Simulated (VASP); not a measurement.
# SnO (P4/nmm) in VASP: a series of runs, part 2 of 2

VASP 6.6.1. The steps go on from the part before.

**5. Single point, LDA**

This run uses another cell than the first one, of 17.83 Å³/atom.

INCAR reads:

```
PREC = Accurate
ENCUT = 520
EDIFF = 1E-7
ISMEAR = 0
SIGMA = 0.15
LREAL = F
LASPH = T
NELM = 100
ALGO = Normal
ISIF = 2
LWAVE = F
LCHARG = F
NBANDS = 28
```

KPOINTS reads:

```
regular mesh
0
Gamma
  10 10 8
```

POSCAR reads:

```
SnO
1.0
    3.7668771934      0.0000000000      0.0000000000
    0.0000000000      3.7668771934      0.0000000000
    0.0000000000      0.0000000000      5.0277000000
Sn O
2 2
Direct
    0.0000000000      0.5000000000      0.2457459271
    0.5000000000      0.0000000000      0.7542540729
    0.0000000000      0.0000000000      0.0000000000
    0.5000000000      0.5000000000      0.0000000000
```

Potentials or basis: VASP PAW LDA potentials, release 64 (Sn_d, O).

Launch:

```
cat potpaw_LDA.64/Sn_d/POTCAR potpaw_LDA.64/O/POTCAR > POTCAR
mpirun -np 1 vasp_std > vasp.out
```

OUTCAR:

```text
PREC = Accurate
   ENCUT = 520
   EDIFF = 1E-7
   ISMEAR = 0
   LREAL = F
   LASPH = T
   NELM = 100
   ISIF = 2

 ion  position               nearest neighbor table
   1  0.000  0.500  0.246-   3 2.25   4 2.25   3 2.25   4 2.25   2 3.63   2 3.63   2 3.63   2 3.63
                             2 3.69   2 3.69   2 3.69   2 3.69
   2  0.500  0.000  0.754-   3 2.25   4 2.25   4 2.25   3 2.25   1 3.63   1 3.63   1 3.63   1 3.63
                             1 3.69   1 3.69   1 3.69   1 3.69
   3  0.000  0.000  0.000-   1 2.25   2 2.25   1 2.25   2 2.25
   4  0.500  0.500  0.000-   1 2.25   2 2.25   2 2.25   1 2.25
[... 948 lines left out ...]
  --------------------------------------------------------------------------------------
  -------------------------------------------------------------------------------------
  Total       -1.8418666     -1.8418666     -4.1635136      0.0000000      0.0000000      0.0000000
  in kB      -41.3653288    -41.3653288    -93.5057437      0.0000000      0.0000000      0.0000000
  external PRESSURE =     -58.7454671 kB  Pullay stress =       0.0000000 kB

 VOLUME and BASIS-vectors are now :
 -----------------------------------------------------------------------------
  energy-cutoff  :      520.00
  volume of cell :       71.34
      direct lattice vectors                 reciprocal lattice vectors
     3.766877193  0.000000000  0.000000000     0.265471888  0.000000000  0.000000000
     0.000000000  3.766877193  0.000000000     0.000000000  0.265471888  0.000000000
     0.000000000  0.000000000  5.027700000     0.000000000  0.000000000  0.198898105

 POSITION                                       TOTAL-FORCE (eV/Angst)
 -----------------------------------------------------------------------------------
      0.00000      1.88344      1.23554        -0.000000      0.000000     -1.367987
      1.88344      0.00000      3.79216         0.000000      0.000000      1.367987
      0.00000      0.00000      0.00000        -0.000000     -0.000000      0.000000
      1.88344      1.88344      0.00000        -0.000000      0.000000      0.000000
 -----------------------------------------------------------------------------------
    total drift:                                0.000000      0.000000     -0.000000

  FREE ENERGIE OF THE ION-ELECTRON SYSTEM (eV)
  ---------------------------------------------------
  free  energy   TOTEN  =       -25.5861500726 eV

  energy  without entropy=      -25.5842499143  energy(sigma->0) =      -25.58519999
```

OSZICAR:

```text
N       E                     dE             d eps       ncg     rms          rms(c)
DAV:   1     0.412803701969E+03    0.41280E+03   -0.19919E+04  6096   0.218E+03
DAV:   2     0.337187292894E+02   -0.37908E+03   -0.36383E+03  6152   0.536E+02
DAV:   3    -0.263887565186E+02   -0.60107E+02   -0.58802E+02  6708   0.180E+02
DAV:   4    -0.292755382977E+02   -0.28868E+01   -0.28733E+01  6664   0.422E+01
DAV:   5    -0.293465642788E+02   -0.71026E-01   -0.71017E-01  6348   0.720E+00    0.114E+01
DAV:   6    -0.257369874481E+02    0.36096E+01   -0.17099E+01  9480   0.471E+01    0.526E+00
DAV:   7    -0.256468957500E+02    0.90092E-01   -0.22420E+00  6892   0.892E+00    0.244E+00
DAV:   8    -0.255994135866E+02    0.47482E-01   -0.33474E-01  6436   0.356E+00    0.754E-01
DAV:   9    -0.255858491354E+02    0.13564E-01   -0.40105E-02  9540   0.196E+00    0.210E-01
DAV:  10    -0.255867011872E+02   -0.85205E-03   -0.72458E-03  8280   0.747E-01    0.161E-01
DAV:  11    -0.255861276807E+02    0.57351E-03   -0.22689E-03  8960   0.411E-01    0.146E-02
DAV:  12    -0.255861521707E+02   -0.24490E-04   -0.25153E-04  6092   0.987E-02    0.186E-02
DAV:  13    -0.255861505921E+02    0.15786E-05   -0.10542E-05  7096   0.247E-02    0.911E-03
DAV:  14    -0.255861500958E+02    0.49625E-06   -0.27232E-06  7692   0.117E-02    0.148E-03
DAV:  15    -0.255861500726E+02    0.23211E-07   -0.25899E-07  4648   0.387E-03
   1 F= -.25586150E+02 E0= -.25585200E+02  d E =-.190016E-02
```

It took 80 s on 1 thread of Intel Xeon 6975P-C (Granite Rapids), shared host; peak memory 0.27 GiB.

Results:

- Free energy: -25.5862 eV
- Pressure: -5.9 GPa
- Largest force: 1.368 eV/Å
- Band gap on the k mesh: zero (bands 20 and 21 overlap by 0.28 eV)

Forces on the atoms (eV/Å):
```
Sn   0.000  0.000 -1.368
Sn   0.000  0.000  1.368
O    0.000  0.000  0.000
O    0.000  0.000  0.000
```

Caveat: the stress differs along the axes, from -9 to -4 GPa; semilocal functionals underestimate gaps, and a narrow one can read as zero; spin-orbit coupling is left out, which moves the levels of the heavy elements; forces of over 1 eV/Å act on the atoms, so gaps and moduli don't describe the material at rest.

**6. Overview**

| cell | gap on the mesh (eV) | pressure (GPa) | largest force (eV/Å) |
| --- | --- | --- | --- |
| a = 3.767, b = 3.767, c = 4.841 Å, 4 atoms | none | -3.0 | 0.62 |
| a = 3.855, b = 3.855, c = 4.655 Å, 4 atoms | 0.07 | -4.4 | 0.39 |
| a = 3.679, b = 3.679, c = 5.214 Å, 4 atoms | none | -4.4 | 1.76 |
| a = 3.767, b = 3.767, c = 5.028 Å, 4 atoms | none | -5.9 | 1.37 |

Alike in all rows: task single point; level LDA; potentials or basis VASP PAW LDA potentials, release 64 (Sn_d, O); no spin polarisation; k mesh 10 × 10 × 8; cutoff (eV) 520; smearing gaussian 0.15 eV.

Caveats: semilocal functionals underestimate gaps, and a narrow one can read as zero; spin-orbit coupling is left out, which moves the levels of the heavy elements; the cell stands under tension (at least some runs); forces of over 1 eV/Å act on the atoms, so gaps and moduli don't describe the material at rest (at least some runs); the smearing spreads over this small gap (at least some runs); the stress differs along the axes, from -12 to -1 GPa (at least some runs); the stress differs along the axes, from -9 to -4 GPa (at least some runs).

Absolute energies hang on the potentials; compare differences alone.
